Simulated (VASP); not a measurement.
A run of VASP 6.6.1 is set up as follows.

INCAR

```
  PREC = Accurate
  ENCUT = 520
  EDIFF = 1E-6
  ISMEAR = 0
  SIGMA = 0.05
  LREAL = F
  LASPH = T
  NELM = 60
  ALGO = Normal
  ISIF = 2
  LWAVE = F
  LCHARG = F
  GGA = CA
  NBANDS = 8
```

Contents of KPOINTS:

```
Automatic mesh
0
Gamma
  18 18 18
```

The input POSCAR:

```
Al
1.0
    0.0000000000      1.9923258127      1.9923258127
    1.9923258127      0.0000000000      1.9923258127
    1.9923258127      1.9923258127      0.0000000000
Al
1
Direct
    0.0000000000      0.0000000000      0.0000000000
```

Potentials or basis: VASP PAW LDA potentials, release 64 (Al).

The run is started by

```bash
$ cat potpaw_LDA.64/Al/POTCAR > POTCAR
$ mpirun -np 1 vasp_std > vasp.out
```

(1) Estimate the pressure.

Results:

(1) 0.0 GPa.
